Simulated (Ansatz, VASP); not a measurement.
## Cd in VASP and in Ansatz

```
Cd
1.0
     2.82993    0.00000    0.00000
    -1.41496    2.45079    0.00000
     0.00000    0.00000    5.89853
Cd
2
Direct
  0.33333 0.66667 0.25000
  0.66667 0.33333 0.75000
```

Change from the starting cell: strain -0.050 along x and y, +0.050 along z, atoms carried along.

Alike in both runs: task single point; functional PBEsol; k mesh 18 × 18 × 8; occupations gaussian, width 0.15 eV; no spin polarisation.

|  | VASP | Ansatz |
| --- | --- | --- |
| version | VASP 6.6.1 | Ansatz 0.2.0 |
| potentials or method | VASP PAW PBE potentials, release 64 (Cd), cutoff 520 eV | scalar-relativistic, plane waves, PAW |
| valence electrons in the cell | 24 | 40 |

|  | VASP | Ansatz | Ansatz less VASP |
| --- | --- | --- | --- |
| gap on the k mesh at the Fermi level (eV) | none | none | - |
| pressure (GPa) | 5.4 | 4.9 | -0.58 |
| traceless stress, the component that is largest in VASP (GPa) | -5.83 | -5.47 | +0.357 |

VASP's potentials were made for PBE, not for PBEsol. A gap of «none» marks a metal or a gap that the smearing closes. With one functional, cell and mesh, what is left measures potentials, basis and numerics. VASP's potentials hold 24 valence electrons a cell and Ansatz's 40, so a difference there can come from the potentials and not from the codes.
